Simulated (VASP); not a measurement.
# TaN (Fm-3m) in VASP: a series of runs

Aim: see how the results for TaN move with the level of theory and the settings. Levels: BLYP+D3(BJ), LDA, PBEsol+D3(BJ). Tasks: single point.

All numbers are computed with VASP 6.6.1; they aren't measurements. Logs are shortened: lines on timing, memory, paths and dates and some standing lists are left out, and cuts for length are marked.

### Step 1. The cell of the first run

It takes space group Fm-3m (No. 225, cubic). The conventional cell has a = 4.363 Å, b = 4.363 Å, c = 4.363 Å, α = 90.00°, β = 90.00°, γ = 90.00°. Within 2.9 Å of Ta (site symmetry m-3m) lie 6 N at 2.18 Å. Within 2.9 Å of N (site symmetry m-3m) lie 6 Ta at 2.18 Å.

### Step 2. Single point, BLYP+D3(BJ)

File INCAR:

```
PREC = Accurate
ENCUT = 600
EDIFF = 1E-6
ISMEAR = -1
SIGMA = 0.05
LREAL = False
LASPH = True
NELM = 120
ALGO = Normal
ISIF = 2
LWAVE = False
LCHARG = False
GGA = B5
ALDAX = 1.0
AGGAX = 1.0
AGGAC = 1.0
ALDAC = 0.0
IVDW = 12
VDW_S6 = 1.0
VDW_S8 = 2.6996
VDW_A1 = 0.4298
VDW_A2 = 4.2359
NBANDS = 15
GGA_COMPAT = False
```

File KPOINTS:

```
regular mesh
0
Gamma
  10 10 10
```

File POSCAR:

```
TaN
1.0
    0.0000000000      2.1814365931      2.1814365931
    2.1814365931      0.0000000000      2.1814365931
    2.1814365931      2.1814365931      0.0000000000
Ta N
1 1
Direct
    0.5000000000      0.5000000000      0.5000000000
    0.0000000000      0.0000000000      0.0000000000
```

Potentials or basis: VASP PAW PBE potentials, release 64 (Ta_pv, N).

Run with:

```sh
$ cat potpaw_PBE.64/Ta_pv/POTCAR potpaw_PBE.64/N/POTCAR > POTCAR
$ mpirun -np 1 vasp_std > vasp.out
```

OUTCAR:

```text
PREC = Accurate
   ENCUT = 600
   EDIFF = 1E-6
   ISMEAR = -1
   LREAL = False
   LASPH = True
   NELM = 120
   ISIF = 2
   GGA = B5
   IVDW = 12
 IVDW          = 12

 ion  position               nearest neighbor table
   1  0.500  0.500  0.500-   2 2.18   2 2.18   2 2.18   2 2.18   2 2.18   2 2.18
   2  0.000  0.000  0.000-   1 2.18   1 2.18   1 2.18   1 2.18   1 2.18   1 2.18

  LATTYP: Found a face centered cubic cell.
 ALAT       =     4.3628731862

  Lattice vectors:

 A1 = (   0.0000000000,   2.1814365931,   2.1814365931)
 A2 = (   2.1814365931,   0.0000000000,   2.1814365931)
 A3 = (   2.1814365931,   2.1814365931,   0.0000000000)

Analysis of symmetry for initial positions (statically):
=====================================================================
 Subroutine PRICEL returns:
 Original cell was already a primitive cell.

 Routine SETGRP: Setting up the symmetry group for a
 face centered cubic supercell.

 Subroutine GETGRP returns: Found 48 space group operations
 (whereof 48 operations were pure point group operations)
 out of a pool of 48 trial point group operations.

The static configuration has the point symmetry O_h .

Analysis of symmetry for dynamics (positions and initial velocities):
=====================================================================
 Subroutine PRICEL returns:
 Original cell was already a primitive cell.

 Routine SETGRP: Setting up the symmetry group for a
 face centered cubic supercell.

 Subroutine GETGRP returns: Found 48 space group operations
 (whereof 48 operations were pure point group operations)
 out of a pool of 48 trial point group operations.

The dynamic configuration has the point symmetry O_h .

 Subroutine INISYM returns: Found 48 space group operations
 (whereof 48 operations are pure point group operations),
 and found     1 'primitive' translations

----------------------------------------------------------------------------------------

                                     Primitive cell

  volume of cell :      20.7615

  direct lattice vectors                    reciprocal lattice vectors
     0.000000000  2.181436593  2.181436593    -0.229206754  0.229206754  0.229206754
     2.181436593  0.000000000  2.181436593     0.229206754 -0.229206754  0.229206754
     2.181436593  2.181436593  0.000000000     0.229206754  0.229206754 -0.229206754

  length of vectors
     3.085017215  3.085017215  3.085017215     0.396997743  0.396997743  0.396997743

  position of ions in fractional coordinates (direct lattice)
     0.500000000  0.500000000  0.500000000
     0.000000000  0.000000000  0.000000000

  ion indices of the primitive-cell ions
   primitive index   ion index
                 1           1
                 2           2

----------------------------------------------------------------------------------------

 KPOINTS: regular mesh

Automatic generation of k-mesh.
 Grid dimensions read from file:
 generate k-points for:   10   10   10

 Generating k-lattice:

  Cartesian coordinates                     Fractional coordinates (reciprocal lattice)
    -0.022920675  0.022920675  0.022920675     0.100000000  0.000000000  0.000000000
     0.022920675 -0.022920675  0.022920675     0.000000000  0.100000000  0.000000000
     0.022920675  0.022920675 -0.022920675     0.000000000  0.000000000  0.100000000

  Length of vectors
     0.039699774  0.039699774  0.039699774

  Shift w.r.t. Gamma in fractional coordinates (k-lattice)
     0.000000000  0.000000000  0.000000000

 Subroutine IBZKPT returns following result:
 ===========================================

 Found     47 irreducible k-points:

 Following reciprocal coordinates:
            Coordinates               Weight
  0.000000  0.000000  0.000000      1.000000
  0.100000  0.000000  0.000000      8.000000
  0.200000  0.000000  0.000000      8.000000
  0.300000  0.000000  0.000000      8.000000
  0.400000  0.000000  0.000000      8.000000
  0.500000  0.000000  0.000000      4.000000
[... 16 lines left out ...]
  0.300000  0.300000  0.000000      6.000000
  0.400000  0.300000  0.000000     24.000000
 [... further k-points ...]
   k-points           NKPTS =     47   k-points in BZ     NKDIM =     47   number of bands    NBANDS=     15
   number of dos      NEDOS =    301   number of ions     NIONS =      2
   total plane-waves  NPLWV =  21952
   dimension x,y,z NGX =    28 NGY =   28 NGZ =   28
   dimension x,y,z NGXF=    56 NGYF=   56 NGZF=   56
   ions per type =               1   1
   NGX,Y,Z   is equivalent  to a cutoff of  15.09, 15.09, 15.09 a.u.
   NGXF,Y,Z  is equivalent  to a cutoff of  30.18, 30.18, 30.18 a.u.
 SYSTEM =  unknown system
   PREC   = accura    normal or accurate (medium, high low for compatibility)
   ISTART =      0    job   : 0-new  1-cont  2-samecut
   ICHARG =      2    charge: 1-file 2-atom 10-const
   ISPIN  =      1    spin polarized calculation?
   LNONCOLLINEAR =      F non collinear calculations
   LSORBIT =      F    spin-orbit coupling
   LASPH  =      T    aspherical Exc in radial PAW
   ENCUT  =  600.0 eV  44.10 Ry    6.64 a.u.   6.16  6.16  6.16*2*pi/ulx,y,z
   NELM   =    120;   NELMIN=  2; NELMDL= -5     # of ELM steps
   EDIFF  = 0.1E-05   stopping-criterion for ELM
   LREAL  =      F    real-space projection
   EDIFFG = 0.1E-04   stopping-criterion for IOM
   NSW    =      0    number of steps for IOM
   IBRION =     -1    ionic relax: 0-MD 1-quasi-New 2-CG
   NFREE  =      0    steps in history (QN), initial steepest desc. (CG)
   ISIF   =      2    stress and relaxation
   ISYM   =      2    0-nonsym 1-usesym 2-fastsym
   POTIM  = 0.5000    time-step for ionic-motion
   TEBEG  =    0.0;   TEEND  =   0.0 temperature during run
   PSTRESS=    0.0 pullay stress
   NELECT =      16.0000    total number of electrons
   NUPDOWN=      -1.0000    fix difference up-down
   EMIN   =  10.00;   EMAX   =-10.00  energy-range for DOS
   EFERMI =   0.00;   METHOD = LEGACY
   ISMEAR =    -1;   SIGMA  =   0.05  broadening in eV -4-tet -1-fermi 0-gaus
   EFERMI_NEDOS =   21; number of points for ismear=-14 and -15
   IALGO  =     38    algorithm
   IMIX   =      4    mixing-type and parameters
     AMIX     =   0.40;   BMIX     =  1.00
     AMIX_MAG =   1.60;   BMIX_MAG =  1.00
  volume/ion in A,a.u.               =      10.38        70.05
  Fermi-wavevector in a.u.,A,eV,Ry     =   1.500936  2.836358 30.651334  2.252809
  Thomas-Fermi vector in A             =   2.612372
   LORBIT       =      0    0 simple, 1 ext, 2 COOP (PROOUT), +10 PAW based schemes
   GGA     = B5    functional components
   LHFCALC =     F    Hartree Fock is set to
   AEXX    =    0.0000 exact exchange contribution
   IVDW    =    12    specifies the selected vdW correction
   LEPSILON=     F    determine dielectric tensor
   LRPA    =     F    only Hartree local field effects (RPA)
 non-spin polarized calculation
  energy-cutoff  :      600.00
  volume of cell :       20.76
 maximum number of plane-waves:       701
 NGX is ok and might be reduce to    28
   NGX = 13   NGY = 13   NGZ = 13

 number of electron      16.0000001 magnetization

 Free energy of the ion-electron system (eV)
  ---------------------------------------------------
  ext. energy  EPLUGINS =         0.00000000
  ---------------------------------------------------
  free energy    TOTEN  =       -19.72155590 eV

  energy without entropy =      -19.71528747  energy(sigma->0) =      -19.71842168

 E-fermi :  10.3641     XC(G=0): -12.8702

 val. band max:       10.2673308671   @ k =  -0.2000   0.2000   0.0000
 cond. band min:      10.4024686393   @ k =   0.0000   0.0000   0.0000
 fundamental gap:      0.1351377722
 Fermi energy:        10.3641482982

 k-point     1 :       0.0000    0.0000    0.0000
  band No.  band energies     occupation
      1     -25.3215      2.00000
      2     -25.3215      2.00000
      3     -25.3215      2.00000
      4      -8.5963      2.00000
      5       6.4360      2.00000
      6       6.4360      2.00000
      7       6.4360      2.00000
      8       8.1764      2.00000
      9       8.1764      2.00000
     10       8.1764      2.00000
     11      10.4025      0.63451
     12      10.4025      0.63449
     13      12.3355      0.00000
     14      20.2516      0.00000
     15      22.0615      0.00000

 k-point     2 :       0.1000    0.0000    0.0000
  band No.  band energies     occupation
      1     -25.4182      2.00000
      2     -25.3301      2.00000
      3     -25.3301      2.00000
      4      -8.3474      2.00000
      5       5.3529      2.00000
      6       5.6742      2.00000
      7       5.6742      2.00000
      8       8.5392      2.00000
      9       8.5393      2.00000
     10       8.6335      2.00000
     11      11.3431      0.00000
     12      11.3431      0.00000
     13      13.0028      0.00000
     14      20.9849      0.00000
     15      22.0611      0.00000

 k-point     3 :       0.2000    0.0000    0.0000
  band No.  band energies     occupation
      1     -25.6632      2.00000
      2     -25.3526      2.00000
      3     -25.3526      2.00000
      4      -7.6714      2.00000
      5       3.5356      2.00000
      6       4.4567      2.00000
      7       4.4567      2.00000
      8       9.2388      2.00000
      9       9.3656      2.00000
     10       9.3656      2.00000
     11      13.2759      0.00000
     12      13.2759      0.00000
     13      14.4243      0.00000
     14      22.0576      0.00000
     15      22.6780      0.00000

 k-point     4 :       0.3000    0.0000    0.0000
  band No.  band energies     occupation
      1     -25.9512      2.00000
      2     -25.3802      2.00000
      3     -25.3802      2.00000
      4      -6.7547      2.00000
      5       1.7979      2.00000
      6       3.4521      2.00000
      7       3.4521      2.00000
      8      10.1056      1.98870
      9      10.5196      0.08546
     10      10.5196      0.08546
     11      15.3792      0.00000
     12      15.3792      0.00000
     13      15.6042      0.00000
     14      22.0397      0.00000
     15      23.1468      0.00000
[... 307 lines left out ...]
 k-point    22 :      -0.2000    0.2000    0.0000
  band No.  band energies     occupation
      1     -25.8989      2.00000
      2     -25.5599      2.00000
      3     -25.3700      2.00000
      4      -6.6881      2.00000
      5       1.6698      2.00000
      6       3.1741      2.00000
      7       4.0432      2.00000
      8       9.8819      1.99987
      9      10.2673      1.74790
     10      12.0444      0.00000
     11      12.6887      0.00000
     12      16.7179      0.00000
     13      16.9627      0.00000
     14      22.0391      0.00000
     15      23.5233      0.00000

 k-point    23 :       0.3000    0.3000    0.0000
  band No.  band energies     occupation
      1     -25.8760      2.00000
      2     -25.5256      2.00000
      3     -25.5256      2.00000
      4      -7.1757      2.00000
      5       2.1332      2.00000
      6       5.3932      2.00000
      7       5.3932      2.00000
      8       5.7336      2.00000
      9      11.6674      0.00000
     10      12.7537      0.00000
     11      12.7537      0.00000
     12      13.5986      0.00000
     13      18.9052      0.00000
     14      22.0435      0.00000
     15      23.9939      0.00000

 k-point    24 :       0.4000    0.3000    0.0000
  band No.  band energies     occupation
      1     -25.9863      2.00000
      2     -25.5862      2.00000
      3     -25.5579      2.00000
      4      -7.0580      2.00000
      5       2.3986      2.00000
      6       4.4114      2.00000
      7       5.0742      2.00000
      8       6.4322      2.00000
      9      12.5506      0.00000
     10      13.2641      0.00000
     11      13.3474      0.00000
     12      14.5454      0.00000
     13      19.0060      0.00000
     14      21.5304      0.00000
     15      22.1400      0.00000

 [... further k-points ...]

------------------------ aborting loop because EDIFF is reached ----------------------------------------

 Edisp (eV)   -2.25873

 E8    (eV) :    -1.7029

  FORCE on cell =-STRESS in cart. coord.  units (eV):
  Direction    XX          YY          ZZ          XY          YZ          ZX
  --------------------------------------------------------------------------------------
  -------------------------------------------------------------------------------------
  Total       1.22131     1.22131     1.22131     0.00000    -0.00000     0.00000
  in kB      94.24915    94.24915    94.24915     0.00000    -0.00000     0.00000
  external pressure =       94.25 kB  Pullay stress =        0.00 kB

 VOLUME and BASIS-vectors are now :
 -----------------------------------------------------------------------------
  energy-cutoff  :      600.00
  volume of cell :       20.76
      direct lattice vectors                 reciprocal lattice vectors
     0.000000000  2.181436593  2.181436593    -0.229206754  0.229206754  0.229206754
     2.181436593  0.000000000  2.181436593     0.229206754 -0.229206754  0.229206754
     2.181436593  2.181436593  0.000000000     0.229206754  0.229206754 -0.229206754

 POSITION                                       TOTAL-FORCE (eV/Angst)
 -----------------------------------------------------------------------------------
      2.18144      2.18144      2.18144         0.000000      0.000000     -0.000000
      0.00000      0.00000      0.00000        -0.000000     -0.000000      0.000000
 -----------------------------------------------------------------------------------
    total drift:                                0.000000      0.000000      0.000000

  FREE ENERGIE OF THE ION-ELECTRON SYSTEM (eV)
  ---------------------------------------------------
  free  energy   TOTEN  =       -21.9802901195 eV

  energy  without entropy=      -21.9740216916  energy(sigma->0) =      -21.97715591
```

Run time: 22 s. Hardware: 1 thread of AMD EPYC 9R45 (Zen 5), shared host; peak memory 0.15 GiB.

What came out:

```
Free energy                : -21.9803 eV
Pressure                   : 9.4 GPa
Band gap on the k mesh     : zero (band 8 reaches 12.22 eV, above the bottom of band 9 at 8.18 eV)
Dispersion energy per atom : -1.129 eV
```

Caveat: the PAW data sets were made with another functional, which shifts forces and pressure a little; spin-orbit coupling is left out, which moves the levels of the heavy elements; pairwise dispersion overbinds metals, which lowers pressure and volume.

### Step 3. Single point, LDA

This run uses another cell than the first one, of 10.60 Å³/atom, 1.021 times its volume.

File INCAR:

```
SYSTEM = TaN
PREC = Accurate
ENCUT = 600
EDIFF = 1E-6
ISMEAR = -1
SIGMA = 0.05
LREAL = .False.
LASPH = .True.
NELM = 120
ALGO = Normal
ISIF = 2
LWAVE = .False.
LCHARG = .True.
GGA = CA
LELF = .True.
LVHAR = .True.
NBANDS = 15
GGA_COMPAT = .False.
```

File KPOINTS:

```
regular mesh
0
Gamma
  10 10 10
  0 0 0
```

File POSCAR:

```
TaN
1.0
    0.0000000000      2.1964814589      2.1964814589
    2.1964814589      0.0000000000      2.1964814589
    2.1964814589      2.1964814589      0.0000000000
Ta N
1 1
Direct
    0.5000000000      0.5000000000      0.5000000000
    0.0000000000      0.0000000000      0.0000000000
```

Potentials or basis: VASP PAW LDA potentials, release 64 (Ta_pv, N).

Run with:

```sh
$ cat potpaw_LDA.64/Ta_pv/POTCAR potpaw_LDA.64/N/POTCAR > POTCAR
$ mpirun -np 1 vasp_std > vasp.out
```

It took 13 s on 1 thread of AMD EPYC 9R45 (Zen 5), shared host; peak memory 0.12 GiB.

It converged, with:

```
Free energy            : -24.1497 eV
Pressure               : -9.1 GPa
Band gap on the k mesh : zero (band 8 reaches 11.32 eV, above the bottom of band 9 at 7.29 eV)
```

Levels at points of the mesh, in eV from the Fermi level:
```
           k point  band 6  band 7  band 8  band 9  band 10  band 11
(0.00, 0.00, 0.00)   -3.79   -3.79   -2.17   -2.17    -2.17    -0.03
(0.50, 0.00, 0.00)   -7.61   -7.61    1.86    1.86     1.98     3.94
(0.50, 0.50, 0.00)   -5.52   -4.59   -4.59    2.03     3.52     3.52
```

Caveat: spin-orbit coupling is left out, which moves the levels of the heavy elements.

(Part 1 of 2 ends here.)
